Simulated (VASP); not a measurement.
Wanted: the native input for a VASP 6.6.1 run.

- Task: single point
- Functional: PBE
- Potentials or basis: VASP PAW PBE potentials, release 64 (Sn_d, O)
- Cutoff: 520 eV
- k mesh: 12 × 12 × 12
- Occupations: fermi-dirac, width 0.08 eV
- Spin: no spin polarisation
- Dipole correction: no
- Further INCAR settings: ALGO = Normal; EDIFF = 1e-06; NBANDS = 17

The structure of SnO (zincblende type) lies in POSCAR:

```
SnO
1.0
    0.0000000000      2.7375941698      2.7375941698
    2.7375941698      0.0000000000      2.7375941698
    2.7375941698      2.7375941698      0.0000000000
Sn O
1 1
Direct
    0.0000000000      0.0000000000      0.0000000000
    0.2500000000      0.2500000000      0.2500000000
```

One way to write it, as run:

INCAR

```
ALGO = Normal ; EDIFF = 1E-6
ENCUT = 520 ; GGA = PE
ISIF = 2 ; ISMEAR = -1
LASPH = T ; LCHARG = F
LREAL = F ; LWAVE = F
NBANDS = 17 ; NELM = 60
PREC = Accurate ; SIGMA = 0.08
```

KPOINTS

```
k-points
0
Gamma
  12 12 12
```

Potentials or basis: VASP PAW PBE potentials, release 64 (Sn_d, O).

Command:

```sh
$ cat potpaw_PBE.64/Sn_d/POTCAR potpaw_PBE.64/O/POTCAR > POTCAR
$ mpirun -np 1 vasp_std > vasp.out
```

It gave:

| Quantity | Value |
| --- | --- |
| Pressure | 0.1 GPa |
| Band gap on the k mesh | zero (band 10 reaches 5.73 eV, above the bottom of band 11 at 5.54 eV) |

Caveat: spin-orbit coupling is left out, which moves the levels of the heavy elements.

Run time: 57 s on 1 thread of Intel Xeon 6975P-C, with other jobs on the host, peak memory 0.2 GiB.
